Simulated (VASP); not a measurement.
# HfO2 (Fm-3m) in VASP: further runs

Aim: see how the results for HfO2 move with the level of theory and the settings. Levels: PBE, r2SCAN. Tasks: single point, relaxation of cell and atoms.

Everything below comes from runs of VASP 6.6.1. Logs are shortened: lines on timing, memory, paths and dates and some standing lists are left out, and cuts for length are marked.

**1. The cell of the first run**

It takes space group Fm-3m (No. 225, cubic). The conventional cell has a = 5.262 Å, b = 5.262 Å, c = 5.262 Å, α = 90.00°, β = 90.00°, γ = 90.00°. Hf (site symmetry m-3m) has 8 O at 2.28 Å within 3.0 Å. Within 3.0 Å of O (site symmetry -43m) lie 4 Hf at 2.28 Å and 6 O at 2.63 Å.

**2. Single point, PBE (volume scaled by 1.10)**

INCAR

```
PREC = Accurate ; ENCUT = 520
EDIFF = 1E-7 ; ISMEAR = 0
SIGMA = 0.02 ; LREAL = False
LASPH = True ; NELM = 60
ALGO = Normal ; ISIF = 2
LWAVE = False ; LCHARG = True
GGA = PE ; LELF = True
LVHAR = True ; NBANDS = 18
```

KPOINTS

```
regular mesh
0
Gamma
  8 8 8
```

POSCAR

```
HfO2
1.0
    0.0000000000      2.6311072592      2.6311072592
    2.6311072592      0.0000000000      2.6311072592
    2.6311072592      2.6311072592      0.0000000000
Hf O
1 2
Direct
    0.0000000000      0.0000000000      0.0000000000
    0.7500000000      0.7500000000      0.7500000000
    0.2500000000      0.2500000000      0.2500000000
```

Potentials or basis: VASP PAW PBE potentials, release 64 (Hf_pv, O).

Command:

```bash
> cat potpaw_PBE.64/Hf_pv/POTCAR potpaw_PBE.64/O/POTCAR > POTCAR
> mpirun -np 1 vasp_std > vasp.out
```

OUTCAR:

```text
PREC = Accurate
   ENCUT = 520
   EDIFF = 1E-7
   ISMEAR = 0
   LREAL = False
   LASPH = True
   NELM = 60
   ISIF = 2
   GGA = PE

 ion  position               nearest neighbor table
   1  0.000  0.000  0.000-   2 2.28   2 2.28   2 2.28   2 2.28   3 2.28   3 2.28   3 2.28   3 2.28

   2  0.750  0.750  0.750-   1 2.28   1 2.28   1 2.28   1 2.28
   3  0.250  0.250  0.250-   1 2.28   1 2.28   1 2.28   1 2.28

  LATTYP: Found a face centered cubic cell.
 ALAT       =     5.2622145184

  Lattice vectors:

 A1 = (   0.0000000000,   2.6311072592,   2.6311072592)
 A2 = (   2.6311072592,   0.0000000000,   2.6311072592)
 A3 = (   2.6311072592,   2.6311072592,   0.0000000000)

Analysis of symmetry for initial positions (statically):
=====================================================================
 Subroutine PRICEL returns:
 Original cell was already a primitive cell.

 Routine SETGRP: Setting up the symmetry group for a
 face centered cubic supercell.

 Subroutine GETGRP returns: Found 48 space group operations
 (whereof 48 operations were pure point group operations)
 out of a pool of 48 trial point group operations.

The static configuration has the point symmetry O_h .

Analysis of symmetry for dynamics (positions and initial velocities):
=====================================================================
 Subroutine PRICEL returns:
 Original cell was already a primitive cell.

 Routine SETGRP: Setting up the symmetry group for a
 face centered cubic supercell.

 Subroutine GETGRP returns: Found 48 space group operations
 (whereof 48 operations were pure point group operations)
 out of a pool of 48 trial point group operations.

The dynamic configuration has the point symmetry O_h .

 Subroutine INISYM returns: Found 48 space group operations
 (whereof 48 operations are pure point group operations),
 and found     1 'primitive' translations

----------------------------------------------------------------------------------------

                                     Primitive cell

  volume of cell :      36.4289

  direct lattice vectors                    reciprocal lattice vectors
     0.000000000  2.631107259  2.631107259    -0.190034062  0.190034062  0.190034062
     2.631107259  0.000000000  2.631107259     0.190034062 -0.190034062  0.190034062
     2.631107259  2.631107259  0.000000000     0.190034062  0.190034062 -0.190034062

  length of vectors
     3.720947570  3.720947570  3.720947570     0.329148651  0.329148651  0.329148651

  position of ions in fractional coordinates (direct lattice)
     0.000000000  0.000000000  0.000000000
     0.750000000  0.750000000  0.750000000
     0.250000000  0.250000000  0.250000000

  ion indices of the primitive-cell ions
   primitive index   ion index
                 1           1
                 2           2
                 3           3

----------------------------------------------------------------------------------------

 KPOINTS: regular mesh

Automatic generation of k-mesh.
 Grid dimensions read from file:
 generate k-points for:    8    8    8

 Generating k-lattice:

  Cartesian coordinates                     Fractional coordinates (reciprocal lattice)
    -0.023754258  0.023754258  0.023754258     0.125000000  0.000000000  0.000000000
     0.023754258 -0.023754258  0.023754258     0.000000000  0.125000000  0.000000000
     0.023754258  0.023754258 -0.023754258     0.000000000  0.000000000  0.125000000

  Length of vectors
     0.041143581  0.041143581  0.041143581

  Shift w.r.t. Gamma in fractional coordinates (k-lattice)
     0.000000000  0.000000000  0.000000000

 Subroutine IBZKPT returns following result:
 ===========================================

 Found     29 irreducible k-points:

 Following reciprocal coordinates:
            Coordinates               Weight
  0.000000  0.000000  0.000000      1.000000
  0.125000  0.000000  0.000000      8.000000
  0.250000  0.000000  0.000000      8.000000
  0.375000  0.000000  0.000000      8.000000
  0.500000  0.000000  0.000000      4.000000
  0.125000  0.125000  0.000000      6.000000
[... 16 lines left out ...]
  0.500000  0.250000  0.125000     48.000000
 -0.375000  0.250000  0.125000     24.000000
 [... further k-points ...]
   k-points           NKPTS =     29   k-points in BZ     NKDIM =     29   number of bands    NBANDS=     18
   number of dos      NEDOS =    301   number of ions     NIONS =      3
   total plane-waves  NPLWV =  21952
   dimension x,y,z NGX =    28 NGY =   28 NGZ =   28
   dimension x,y,z NGXF=    56 NGYF=   56 NGZF=   56
   ions per type =               1   2
   NGX,Y,Z   is equivalent  to a cutoff of  12.51, 12.51, 12.51 a.u.
   NGXF,Y,Z  is equivalent  to a cutoff of  25.02, 25.02, 25.02 a.u.
 SYSTEM =  unknown system
   PREC   = accura    normal or accurate (medium, high low for compatibility)
   ISTART =      0    job   : 0-new  1-cont  2-samecut
   ICHARG =      2    charge: 1-file 2-atom 10-const
   ISPIN  =      1    spin polarized calculation?
   LNONCOLLINEAR =      F non collinear calculations
   LSORBIT =      F    spin-orbit coupling
   LASPH  =      T    aspherical Exc in radial PAW
   ENCUT  =  520.0 eV  38.22 Ry    6.18 a.u.   6.92  6.92  6.92*2*pi/ulx,y,z
   NELM   =     60;   NELMIN=  2; NELMDL= -5     # of ELM steps
   EDIFF  = 0.1E-06   stopping-criterion for ELM
   LREAL  =      F    real-space projection
   EDIFFG = 0.1E-05   stopping-criterion for IOM
   NSW    =      0    number of steps for IOM
   IBRION =     -1    ionic relax: 0-MD 1-quasi-New 2-CG
   NFREE  =      0    steps in history (QN), initial steepest desc. (CG)
   ISIF   =      2    stress and relaxation
   ISYM   =      2    0-nonsym 1-usesym 2-fastsym
   POTIM  = 0.5000    time-step for ionic-motion
   TEBEG  =    0.0;   TEEND  =   0.0 temperature during run
   PSTRESS=    0.0 pullay stress
   NELECT =      22.0000    total number of electrons
   NUPDOWN=      -1.0000    fix difference up-down
   EMIN   =  10.00;   EMAX   =-10.00  energy-range for DOS
   EFERMI =   0.00;   METHOD = LEGACY
   ISMEAR =     0;   SIGMA  =   0.02  broadening in eV -4-tet -1-fermi 0-gaus
   EFERMI_NEDOS =   21; number of points for ismear=-14 and -15
   IALGO  =     38    algorithm
   IMIX   =      4    mixing-type and parameters
     AMIX     =   0.40;   BMIX     =  1.00
     AMIX_MAG =   1.60;   BMIX_MAG =  1.00
  volume/ion in A,a.u.               =      12.14        81.94
  Fermi-wavevector in a.u.,A,eV,Ry     =   1.383780  2.614966 26.053091  1.914848
  Thomas-Fermi vector in A             =   2.508346
   LORBIT       =      0    0 simple, 1 ext, 2 COOP (PROOUT), +10 PAW based schemes
   GGA     = PE    functional components
   LHFCALC =     F    Hartree Fock is set to
   AEXX    =    0.0000 exact exchange contribution
   IVDW    =     0    specifies the selected vdW correction
   LEPSILON=     F    determine dielectric tensor
   LRPA    =     F    only Hartree local field effects (RPA)
 non-spin polarized calculation
 Gauss-broadening in eV      SIGMA  =   0.02
  energy-cutoff  :      520.00
  volume of cell :       36.43
 maximum number of plane-waves:       995
   NGX = 13   NGY = 13   NGZ = 13

 number of electron      22.0000010 magnetization

 Free energy of the ion-electron system (eV)
  ---------------------------------------------------
  ext. energy  EPLUGINS =         0.00000000
  ---------------------------------------------------
  free energy    TOTEN  =       -29.96629900 eV

  energy without entropy =      -29.96629900  energy(sigma->0) =      -29.96629900

 E-fermi :   3.4782     XC(G=0): -11.2530

 val. band max:        3.3658423408   @ k =   0.5000   0.5000   0.0000
 cond. band min:       6.8597928823   @ k =   0.5000   0.5000   0.0000
 fundamental gap:      3.4939505415
 Fermi energy:         3.4782090627

 k-point     1 :       0.0000    0.0000    0.0000
  band No.  band energies     occupation
      1     -26.8493      2.00000
      2     -26.8493      2.00000
      3     -26.8493      2.00000
      4     -14.7017      2.00000
      5     -12.2002      2.00000
      6      -1.3310      2.00000
[... 10 lines left out ...]
     17      12.4424      0.00000
     18      16.2028      0.00000

 k-point     2 :       0.1250    0.0000    0.0000
  band No.  band energies     occupation
      1     -26.8876      2.00000
      2     -26.8537      2.00000
      3     -26.8537      2.00000
      4     -14.5442      2.00000
      5     -12.3287      2.00000
      6      -1.2002      2.00000
[... 10 lines left out ...]
     17      12.2361      0.00000
     18      16.0180      0.00000

 k-point     3 :       0.2500    0.0000    0.0000
  band No.  band energies     occupation
      1     -26.9780      2.00000
      2     -26.8644      2.00000
      3     -26.8644      2.00000
      4     -14.1576      2.00000
      5     -12.6094      2.00000
      6      -0.8727      2.00000
[... 10 lines left out ...]
     17      11.8507      0.00000
     18      14.9503      0.00000

 k-point     4 :       0.3750    0.0000    0.0000
  band No.  band energies     occupation
      1     -27.0655      2.00000
      2     -26.8750      2.00000
      3     -26.8750      2.00000
      4     -13.7768      2.00000
      5     -12.8370      2.00000
      6      -0.5350      2.00000
[... 375 lines left out ...]
      4     -13.8403      2.00000
      5     -12.8073      2.00000
      6      -0.9173      2.00000
[... 10 lines left out ...]
     17      12.1092      0.00000
     18      15.3614      0.00000

 k-point    23 :       0.5000    0.2500    0.1250
  band No.  band energies     occupation
      1     -27.0491      2.00000
      2     -26.9379      2.00000
      3     -26.8898      2.00000
      4     -13.5084      2.00000
      5     -12.9805      2.00000
      6      -0.9251      2.00000
[... 10 lines left out ...]
     17      13.1788      0.00000
     18      15.0500      0.00000

 k-point    24 :      -0.3750    0.2500    0.1250
  band No.  band energies     occupation
      1     -27.0665      2.00000
      2     -26.9504      2.00000
      3     -26.8958      2.00000
      4     -13.3914      2.00000
      5     -13.0211      2.00000
      6      -0.9318      2.00000
[... 10 lines left out ...]
     17      13.6699      0.00000
     18      14.8169      0.00000

 [... further k-points ...]
[... 5 lines left out ...]
  --------------------------------------------------------------------------------------
  -------------------------------------------------------------------------------------
  Total       -4.9947413     -4.9947413     -4.9947413      0.0000000      0.0000000     -0.0000000
  in kB     -219.6736324   -219.6736324   -219.6736324      0.0000000      0.0000000     -0.0000000
  external PRESSURE =    -219.6736324 kB  Pullay stress =       0.0000000 kB

 VOLUME and BASIS-vectors are now :
 -----------------------------------------------------------------------------
  energy-cutoff  :      520.00
  volume of cell :       36.43
      direct lattice vectors                 reciprocal lattice vectors
     0.000000000  2.631107259  2.631107259    -0.190034062  0.190034062  0.190034062
     2.631107259  0.000000000  2.631107259     0.190034062 -0.190034062  0.190034062
     2.631107259  2.631107259  0.000000000     0.190034062  0.190034062 -0.190034062

 POSITION                                       TOTAL-FORCE (eV/Angst)
 -----------------------------------------------------------------------------------
      0.00000      0.00000      0.00000        -0.000000     -0.000000     -0.000000
      3.94666      3.94666      3.94666         0.000000     -0.000000     -0.000000
      1.31555      1.31555      1.31555         0.000000      0.000000      0.000000
 -----------------------------------------------------------------------------------
    total drift:                                0.000000      0.000000      0.000000

  FREE ENERGIE OF THE ION-ELECTRON SYSTEM (eV)
  ---------------------------------------------------
  free  energy   TOTEN  =       -29.9662990031 eV

  energy  without entropy=      -29.9662990031  energy(sigma->0) =      -29.96629900
```

Run time: 28 s. Hardware: 1 thread of AMD EPYC 7R43 (Zen 3), shared host; peak memory 0.13 GiB.

Results:

| Property | Result |
| --- | --- |
| Free energy | -29.9663 eV |
| Pressure | -22.0 GPa |
| Band gap on the k mesh | 3.49 eV, direct |

Levels at points of the mesh, in eV from the valence-band top:
```csv
k point,band 7,band 8,band 9,band 10,band 11,band 12,band 13,band 14,band 15,band 16
"(0.00, 0.00, 0.00)",-4.70,-4.70,-0.56,-0.56,-0.56,3.59,3.59,4.95,9.08,9.08
"(0.50, 0.00, 0.00)",-3.76,-2.88,-2.48,-1.69,-1.69,4.18,4.18,5.98,8.22,8.22
"(0.50, 0.50, 0.00)",-3.19,-3.19,-1.35,-1.35,0.00,3.49,4.91,5.66,7.20,7.20
```

Caveat: the cell differs from its parent crystal (volume scaled by 1.10); spin-orbit coupling is left out, which moves the levels of the heavy elements. A k mesh can miss the band edges.

**3. Single point, r2SCAN**

This run uses another cell than the first one, of 11.04 Å³/atom, 0.909 times its volume.

POSCAR

```
HfO2
1.0
    0.0000000000      2.5488307096      2.5488307096
    2.5488307096      0.0000000000      2.5488307096
    2.5488307096      2.5488307096      0.0000000000
Hf O
1 2
Direct
    0.0000000000      0.0000000000      0.0000000000
    0.7500000000      0.7500000000      0.7500000000
    0.2500000000      0.2500000000      0.2500000000
```

INCAR.step1

```
  PREC = Accurate
  ENCUT = 520
  ISMEAR = 0
  SIGMA = 0.02
  LREAL = False
  LASPH = True
  NELM = 80
  NBANDS = 18
  GGA = PE
  ALGO = Normal
  EDIFF = 1E-4
  LWAVE = True
  LCHARG = False
```

INCAR.step2

```
  PREC = Accurate
  ENCUT = 520
  EDIFF = 1E-7
  ISMEAR = 0
  SIGMA = 0.02
  LREAL = False
  LASPH = True
  NELM = 80
  ALGO = Normal
  ISIF = 2
  LWAVE = False
  LCHARG = False
  METAGGA = R2SCAN
  LMIXTAU = True
  NBANDS = 18
  ISTART = 1
```

KPOINTS

```
Automatic mesh
0
Gamma
  8 8 8
```

Potentials or basis: VASP PAW PBE potentials, release 64 (Hf_pv, O).

Command:

```bash
> cat potpaw_PBE.64/Hf_pv/POTCAR potpaw_PBE.64/O/POTCAR > POTCAR
> cp INCAR.step1 INCAR
> mpirun -np 1 vasp_std > vasp.out
> cp INCAR.step2 INCAR
> mpirun -np 1 vasp_std > vasp.out
```

Run time: 3.5 min. Hardware: 1 thread of AMD EPYC 7R43 (Zen 3), shared host; peak memory 0.14 GiB.

It converged, with:

| Item | Value |
| --- | --- |
| Free energy | -68.5162 eV |
| Pressure | -9.7 GPa |
| Band gap on the k mesh | 4.25 eV, direct |

Levels at points of the mesh, in eV from the valence-band top:
```
           k point  band 8  band 9  band 10  band 11  band 12  band 13  band 14  band 15
(0.00, 0.00, 0.00)   -5.34   -0.63    -0.63    -0.63     4.36     4.36     6.33    10.78
(0.50, 0.00, 0.00)   -3.04   -2.77    -1.87    -1.87     5.03     5.03     7.33     9.55
(0.50, 0.50, 0.00)   -3.54   -1.53    -1.53     0.00     4.25     5.91     7.01     8.52
```

Caveat: the PAW data sets were made with another functional, which shifts forces and pressure a little; spin-orbit coupling is left out, which moves the levels of the heavy elements.

(Part 1 of 2 ends here.)
